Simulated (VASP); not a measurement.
# Pd (P6_3/mmc) in VASP: further runs

Pd is run at these levels: PBE; tasks: single point.

Program: VASP 6.6.1. These are calculated values, not measurements. Logs are shortened: lines on timing, memory, paths and dates and some standing lists are left out, and cuts for length are marked.

## Step 1: The cell of the first run

It takes space group P6_3/mmc (No. 194, hexagonal). The conventional cell has a = 2.851 Å, b = 2.851 Å, c = 9.429 Å, α = 90.00°, β = 90.00°, γ = 120.00°. Within 3.8 Å of Pd (site symmetry -3m) lie 12 Pd at 2.85 to 2.88 Å. Within 3.8 Å of Pd (site symmetry -6m2) lie 12 Pd at 2.85 to 2.88 Å.

## Step 2: Single point, PBE, collinear spin, ferromagnetic start (volume scaled by 1.08)

Contents of INCAR:

```
SYSTEM = Pd
ALGO = Normal
EDIFF = 1E-6
ENCUT = 520
GGA = PE
ISIF = 2
ISMEAR = -1
ISPIN = 2
LASPH = .TRUE.
LCHARG = .TRUE.
LELF = .TRUE.
LMAXMIX = 4
LORBIT = 11
LREAL = .FALSE.
LVHAR = .TRUE.
LWAVE = .FALSE.
MAGMOM = 0.35 0.35 0.354 0.354
NBANDS = 32
NELM = 150
PREC = Accurate
SIGMA = 0.05
```

Contents of KPOINTS:

```
k-points
0
G
  15 15 4
  0 0 0
```

Contents of POSCAR:

```
Pd
1.0
    2.8510449562      0.0000000000      0.0000000000
   -1.4255224781      2.4690773594      0.0000000000
    0.0000000000      0.0000000000      9.4290664763
Pd
4
Direct
    0.0000000000      1.0000000000      0.0000000000
    1.0000000000      1.0000000000      0.5000000000
    0.3333333333      0.6666666667      0.2500000000
    0.6666666667      0.3333333333      0.7500000000
```

Potentials or basis: VASP PAW PBE potentials, release 64 (Pd).

Run with:

```console
> cat potpaw_PBE.64/Pd/POTCAR > POTCAR
> mpirun -np 1 vasp_std > vasp.out
```

OUTCAR:

```text
SYSTEM = Pd
   EDIFF = 1E-6
   ENCUT = 520
   GGA = PE
   ISIF = 2
   ISMEAR = -1
   ISPIN = 2
   LASPH = .TRUE.
   LORBIT = 11
   LREAL = .FALSE.
   NELM = 150
   PREC = Accurate

 ion  position               nearest neighbor table
   1  0.000  0.000  0.000-   3 2.88   4 2.88   3 2.88   4 2.88   4 2.88   3 2.88
   2  0.000  0.000  0.500-   3 2.88   4 2.88   3 2.88   4 2.88   4 2.88   3 2.88
   3  0.333  0.667  0.250-   1 2.88   2 2.88   1 2.88   2 2.88   1 2.88   2 2.88
   4  0.667  0.333  0.750-   1 2.88   2 2.88   1 2.88   2 2.88   1 2.88   2 2.88

  LATTYP: Found a hexagonal cell.
 ALAT       =     2.8510449562
 C/A-ratio  =     3.3072317768

  Lattice vectors:

 A1 = (   2.8510449562,   0.0000000000,   0.0000000000)
 A2 = (  -1.4255224781,   2.4690773594,   0.0000000000)
 A3 = (   0.0000000000,   0.0000000000,   9.4290664763)

Analysis of symmetry for initial positions (statically):
=====================================================================
 Subroutine PRICEL returns:
 Original cell was already a primitive cell.

 Routine SETGRP: Setting up the symmetry group for a
 hexagonal supercell.

 Subroutine GETGRP returns: Found 24 space group operations
 (whereof 12 operations were pure point group operations)
 out of a pool of 24 trial point group operations.

The static configuration has the point symmetry D_3d.
 The point group associated with its full space group is D_6h.

Analysis of symmetry for dynamics (positions and initial velocities):
=====================================================================
 Subroutine PRICEL returns:
 Original cell was already a primitive cell.

 Routine SETGRP: Setting up the symmetry group for a
 hexagonal supercell.

 Subroutine GETGRP returns: Found 24 space group operations
 (whereof 12 operations were pure point group operations)
 out of a pool of 24 trial point group operations.

The dynamic configuration has the point symmetry D_3d.
 The point group associated with its full space group is D_6h.

Analysis of structural, dynamic, and magnetic symmetry:
=====================================================================
 Subroutine PRICEL returns:
 Original cell was already a primitive cell.

 Routine SETGRP: Setting up the symmetry group for a
 hexagonal supercell.

 Subroutine GETGRP returns: Found 24 space group operations
 (whereof 12 operations were pure point group operations)
 out of a pool of 24 trial point group operations.

The overall configuration has the point symmetry D_3d.
 The point group associated with its full space group is D_6h.

 Subroutine INISYM returns: Found 24 space group operations
 (whereof 12 operations are pure point group operations),
 and found     1 'primitive' translations

----------------------------------------------------------------------------------------

                                     Primitive cell

  volume of cell :      66.3754

  direct lattice vectors                    reciprocal lattice vectors
     2.851044956  0.000000000  0.000000000     0.350748591  0.202504793  0.000000000
    -1.425522478  2.469077359  0.000000000     0.000000000  0.405009586  0.000000000
     0.000000000  0.000000000  9.429066476     0.000000000  0.000000000  0.106055038

  length of vectors
     2.851044956  2.851044956  9.429066476     0.405009586  0.405009586  0.106055038

  position of ions in fractional coordinates (direct lattice)
     0.000000000  0.000000000  0.000000000
     0.000000000  0.000000000  0.500000000
     0.333333333  0.666666667  0.250000000
     0.666666667  0.333333333  0.750000000

  ion indices of the primitive-cell ions
   primitive index   ion index
                 1           1
                 2           2
                 3           3
                 4           4

----------------------------------------------------------------------------------------

 KPOINTS: k-points

Automatic generation of k-mesh.
 Grid dimensions read from file:
 generate k-points for:   15   15    4

 Generating k-lattice:

  Cartesian coordinates                     Fractional coordinates (reciprocal lattice)
     0.023383239  0.013500320  0.000000000     0.066666667  0.000000000  0.000000000
     0.000000000  0.027000639  0.000000000     0.000000000  0.066666667  0.000000000
     0.000000000  0.000000000  0.026513759     0.000000000  0.000000000  0.250000000

  Length of vectors
     0.027000639  0.027000639  0.026513759

  Shift w.r.t. Gamma in fractional coordinates (k-lattice)
     0.000000000  0.000000000  0.000000000

 Subroutine IBZKPT returns following result:
 ===========================================

 Found     81 irreducible k-points:

 Following reciprocal coordinates:
            Coordinates               Weight
  0.000000  0.000000  0.000000      1.000000
  0.066667  0.000000  0.000000      6.000000
  0.133333  0.000000  0.000000      6.000000
  0.200000  0.000000  0.000000      6.000000
  0.266667  0.000000  0.000000      6.000000
  0.333333  0.000000  0.000000      6.000000
[... 16 lines left out ...]
  0.333333  0.200000  0.000000     12.000000
  0.400000  0.200000  0.000000      6.000000
 [... further k-points ...]
   k-points           NKPTS =     81   k-points in BZ     NKDIM =     81   number of bands    NBANDS=     32
   number of dos      NEDOS =    301   number of ions     NIONS =      4
   total plane-waves  NPLWV =  40320
   dimension x,y,z NGX =    24 NGY =   24 NGZ =   70
   dimension x,y,z NGXF=    48 NGYF=   48 NGZF=  140
   ions per type =               4
   NGX,Y,Z   is equivalent  to a cutoff of  13.99, 13.99, 12.34 a.u.
   NGXF,Y,Z  is equivalent  to a cutoff of  27.99, 27.99, 24.68 a.u.
 SYSTEM =  Pd
   PREC   = accura    normal or accurate (medium, high low for compatibility)
   ISTART =      0    job   : 0-new  1-cont  2-samecut
   ICHARG =      2    charge: 1-file 2-atom 10-const
   ISPIN  =      2    spin polarized calculation?
   LNONCOLLINEAR =      F non collinear calculations
   LSORBIT =      F    spin-orbit coupling
   LASPH  =      T    aspherical Exc in radial PAW
   ENCUT  =  520.0 eV  38.22 Ry    6.18 a.u.   5.30  5.30 17.53*2*pi/ulx,y,z
   NELM   =    150;   NELMIN=  2; NELMDL= -5     # of ELM steps
   EDIFF  = 0.1E-05   stopping-criterion for ELM
   LREAL  =      F    real-space projection
   EDIFFG = 0.1E-04   stopping-criterion for IOM
   NSW    =      0    number of steps for IOM
   IBRION =     -1    ionic relax: 0-MD 1-quasi-New 2-CG
   NFREE  =      0    steps in history (QN), initial steepest desc. (CG)
   ISIF   =      2    stress and relaxation
   ISYM   =      2    0-nonsym 1-usesym 2-fastsym
   POTIM  = 0.5000    time-step for ionic-motion
   TEBEG  =    0.0;   TEEND  =   0.0 temperature during run
   PSTRESS=    0.0 pullay stress
   NELECT =      40.0000    total number of electrons
   NUPDOWN=      -1.0000    fix difference up-down
   EMIN   =  10.00;   EMAX   =-10.00  energy-range for DOS
   EFERMI =   0.00;   METHOD = LEGACY
   ISMEAR =    -1;   SIGMA  =   0.05  broadening in eV -4-tet -1-fermi 0-gaus
   EFERMI_NEDOS =   21; number of points for ismear=-14 and -15
   IALGO  =     38    algorithm
   IMIX   =      4    mixing-type and parameters
     AMIX     =   0.40;   BMIX     =  1.00
     AMIX_MAG =   1.60;   BMIX_MAG =  1.00
  volume/ion in A,a.u.               =      16.59       111.98
  Fermi-wavevector in a.u.,A,eV,Ry     =   1.382799  2.613111 26.016144  1.912133
  Thomas-Fermi vector in A             =   2.507456
   LORBIT       =     11    0 simple, 1 ext, 2 COOP (PROOUT), +10 PAW based schemes
   GGA     = PE    functional components
   LHFCALC =     F    Hartree Fock is set to
   AEXX    =    0.0000 exact exchange contribution
   IVDW    =     0    specifies the selected vdW correction
   LEPSILON=     F    determine dielectric tensor
   LRPA    =     F    only Hartree local field effects (RPA)
 spin polarized calculation
  energy-cutoff  :      520.00
  volume of cell :       66.38
 maximum number of plane-waves:      1807
 NGX is ok and might be reduce to    24
   NGX = 11   NGY = 11   NGZ = 35

 number of electron      39.9999989 magnetization       1.4109651

 Free energy of the ion-electron system (eV)
  ---------------------------------------------------
  ext. energy  EPLUGINS =         0.00000000
  ---------------------------------------------------
  free energy    TOTEN  =       -20.68772634 eV

  energy without entropy =      -20.62024865  energy(sigma->0) =      -20.65398750

 E-fermi :   7.9545     XC(G=0): -12.4605

 val. band max:        7.9520173363   @ k =   0.3333   0.0667   0.5000
 cond. band min:       7.9555831760   @ k =   0.2667   0.2000   0.0000
 fundamental gap:      0.0035658397
 Fermi energy:         7.9544554529

 spin component 1

 k-point     1 :       0.0000    0.0000    0.0000
  band No.  band energies     occupation
      1       1.6485      1.00000
      2       3.1612      1.00000
      3       3.1695      1.00000
      4       3.3807      1.00000
      5       5.3752      1.00000
      6       5.4270      1.00000
[... 24 lines left out ...]
     31      26.6206      0.00000
     32      27.2312      0.00000

 k-point     2 :       0.0667    0.0000    0.0000
  band No.  band energies     occupation
      1       1.7797      1.00000
      2       3.2798      1.00000
      3       3.2888      1.00000
      4       3.4725      1.00000
      5       5.2300      1.00000
      6       5.3596      1.00000
[... 24 lines left out ...]
     31      26.5137      0.00000
     32      27.2390      0.00000
[... 733 lines left out ...]
     31      19.5035      0.00000
     32      21.0511      0.00000

 k-point    24 :       0.4000    0.2000    0.0000
  band No.  band energies     occupation
      1       3.8269      1.00000
      2       3.9092      1.00000
      3       4.1202      1.00000
      4       4.5717      1.00000
      5       4.6336      1.00000
      6       4.7108      1.00000
[... 24 lines left out ...]
     31      19.2249      0.00000
     32      19.7566      0.00000

 [... further k-points ...]

 spin component 2

 k-point     1 :       0.0000    0.0000    0.0000
  band No.  band energies     occupation
      1       1.6606      1.00000
      2       3.2235      1.00000
      3       3.2268      1.00000
      4       3.5638      1.00000
      5       5.6392      1.00000
      6       5.6556      1.00000
[... 24 lines left out ...]
     31      26.6129      0.00000
     32      27.2085      0.00000

 k-point     2 :       0.0667    0.0000    0.0000
  band No.  band energies     occupation
      1       1.7918      1.00000
      2       3.3417      1.00000
      3       3.3457      1.00000
      4       3.6576      1.00000
      5       5.4595      1.00000
      6       5.5650      1.00000
[... 24 lines left out ...]
     31      26.5169      0.00000
     32      27.2203      0.00000
[... 733 lines left out ...]
     31      19.5700      0.00000
     32      21.1217      0.00000

 k-point    24 :       0.4000    0.2000    0.0000
  band No.  band energies     occupation
      1       3.9904      1.00000
      2       4.1057      1.00000
      3       4.3296      1.00000
      4       4.7538      1.00000
      5       4.8366      1.00000
      6       4.9459      1.00000
[... 24 lines left out ...]
     31      19.2944      0.00000
     32      19.8400      0.00000

 [... further k-points ...]

------------------------ aborting loop because EDIFF is reached ----------------------------------------

  FORCE on cell =-STRESS in cart. coord.  units (eV):
  Direction    XX          YY          ZZ          XY          YZ          ZX
  --------------------------------------------------------------------------------------
  -------------------------------------------------------------------------------------
  Total       -4.2248443     -4.2248443     -4.4132438     -0.0000000      0.0000000      0.0000000
  in kB     -101.9797231   -101.9797231   -106.5273311     -0.0000000      0.0000000      0.0000000
  external PRESSURE =    -103.4955924 kB  Pullay stress =       0.0000000 kB

 VOLUME and BASIS-vectors are now :
 -----------------------------------------------------------------------------
  energy-cutoff  :      520.00
  volume of cell :       66.38
      direct lattice vectors                 reciprocal lattice vectors
     2.851044956  0.000000000  0.000000000     0.350748591  0.202504793  0.000000000
    -1.425522478  2.469077359  0.000000000     0.000000000  0.405009586  0.000000000
     0.000000000  0.000000000  9.429066476     0.000000000  0.000000000  0.106055038

 POSITION                                       TOTAL-FORCE (eV/Angst)
 -----------------------------------------------------------------------------------
      0.00000      0.00000      0.00000        -0.000000      0.000000      0.000000
      0.00000      0.00000      4.71453        -0.000000      0.000000      0.000000
     -0.00000      1.64605      2.35727        -0.000000     -0.000000      0.000000
      1.42552      0.82303      7.07180         0.000000      0.000000     -0.000000
 -----------------------------------------------------------------------------------
    total drift:                               -0.000000      0.000000      0.000000

  FREE ENERGIE OF THE ION-ELECTRON SYSTEM (eV)
  ---------------------------------------------------
  free  energy   TOTEN  =       -20.6877263448 eV

  energy  without entropy=      -20.6202486505  energy(sigma->0) =      -20.65398750

 total charge

# of ion       s       p       d       tot
------------------------------------------
    1        0.432   0.365   8.430   9.227
    2        0.432   0.365   8.430   9.227
    3        0.432   0.367   8.427   9.226
    4        0.432   0.367   8.427   9.226
--------------------------------------------------
tot          1.728   1.464  33.713  36.906

 magnetization (x)

# of ion       s       p       d       tot
------------------------------------------
    1       -0.003  -0.008   0.364   0.352
    2       -0.003  -0.008   0.364   0.352
    3       -0.003  -0.008   0.374   0.363
    4       -0.003  -0.008   0.374   0.363
--------------------------------------------------
tot         -0.012  -0.034   1.476   1.430
```

It took 5.4 min on 1 thread of Intel Xeon Platinum 8259CL at 2.50GHz (Skylake/Cascade Lake), shared host; peak memory 0.38 GiB.

What came out:

| Item | Value |
| --- | --- |
| Free energy | -20.6877 eV |
| Pressure | -10.3 GPa |
| Net moment | 1.41 μB per cell |
| Site moments | Pd +0.35, +0.36 μB |
| Valence electrons inside the program's atomic spheres | Pd 9.23 |

## Step 3: Single point, PBE, collinear spin, ferromagnetic start (volume scaled by 1.12)

Contents of INCAR:

```
SYSTEM = Pd
  PREC = Accurate
  ENCUT = 520
  EDIFF = 1E-7
  ISMEAR = -1
  SIGMA = 0.05
  LREAL = .False.
  LASPH = .True.
  NELM = 150
  ALGO = Normal
  ISIF = 2
  LWAVE = .False.
  LCHARG = .False.
  ISPIN = 2
  MAGMOM = 0.35 0.35 0.354 0.354
  LORBIT = 11
  LMAXMIX = 4
  GGA = PE
  NBANDS = 32
```

Contents of KPOINTS:

```
regular mesh
0
Gamma
  15 15 4
  0 0 0
```

Contents of POSCAR:

```
Pd
1.0
    2.8858172241      0.0000000000      0.0000000000
   -1.4429086121      2.4991910268      0.0000000000
    0.0000000000      0.0000000000      9.5440664257
Pd
4
Direct
    0.0000000000      1.0000000000      0.0000000000
    1.0000000000      1.0000000000      0.5000000000
    0.3333333333      0.6666666667      0.2500000000
    0.6666666667      0.3333333333      0.7500000000
```

Potentials or basis: VASP PAW PBE potentials, release 64 (Pd).

Run with:

```console
> cat potpaw_PBE.64/Pd/POTCAR > POTCAR
> mpirun -np 1 vasp_std > vasp.out
```

It took 7.9 min on 1 thread of Intel Xeon Platinum 8488C (Sapphire Rapids), shared host; peak memory 0.4 GiB.

It converged, with:

| Item | Value |
| --- | --- |
| Free energy | -20.5029 eV |
| Pressure | -13.7 GPa |
| Net moment | 1.47 μB per cell |
| Site moments | Pd +0.37, +0.38 μB |
| Valence electrons inside the program's atomic spheres | Pd 9.17 |

Stress tensor (GPa, compression positive):
```
-13.62   0.00   0.00
  0.00 -13.62   0.00
  0.00   0.00 -13.96
```

Levels at points of the mesh, in eV from the Fermi level:
Spin up:
```csv
k point,band 17,band 18,band 19,band 20,band 21,band 22,band 23,band 24
"(0.00, 0.00, 0.00)",-1.33,-0.98,-0.98,-0.72,-0.72,-0.29,-0.29,1.22
"(0.00, 0.00, 0.50)",-1.16,-1.16,-0.60,-0.60,-0.47,-0.47,-0.47,-0.47
```
Spin down:
```
           k point  band 15  band 16  band 17  band 18  band 19  band 20  band 21  band 22  band 23  band 24
(0.00, 0.00, 0.00)    -1.83    -1.09    -1.09    -0.72    -0.72    -0.46    -0.46     0.00     0.00     1.21
(0.00, 0.00, 0.50)    -0.92    -0.92    -0.92    -0.92    -0.53    -0.53    -0.19    -0.19    -0.19    -0.19
```
